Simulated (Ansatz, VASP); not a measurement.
# Co2O: VASP beside Ansatz

```
Co O
1.0
     2.80587    0.00000    0.00000
     0.00000    4.52873    0.00000
     0.00000    0.00000    4.27179
Co O
4 2
Direct
  0.00000 0.32500 0.26100
  0.50000 0.17500 0.76100
  0.00000 0.67500 0.73900
  0.50000 0.82500 0.23900
  0.00000 0.00000 0.00000
  0.50000 0.50000 0.50000
```

Alike in both runs: task single point; functional r2SCAN; k mesh 6 × 4 × 4; no spin polarisation.

|  | VASP | Ansatz |
| --- | --- | --- |
| version | VASP 6.6.1 | Ansatz 0.2.0 |
| potentials or method | VASP PAW PBE potentials, release 64 (Co_sv, O), cutoff 770 eV | PAW plane waves |
| occupations | fermi-dirac, width 0.1 eV | fermi-dirac |
| valence electrons in the cell | 80 | 80 |

```csv
,VASP,Ansatz,Ansatz less VASP
gap on the k mesh at the Fermi level (eV),none,none,-
pressure (GPa),12.4,13.0,+0.55
"traceless stress, the component that is largest in VASP (GPa)",8.13,8.31,+0.184
rms of the force components (eV/Å),0.222,0.220,-0.0017
```

VASP's potentials were made for PBE, not for r2SCAN. Atom by atom the forces differ by 0.002 eV/Å (rms over components). A gap of «none» marks a metal or a gap that the smearing closes.

The k mesh is coarse, so the values compare programs but aren't converged.
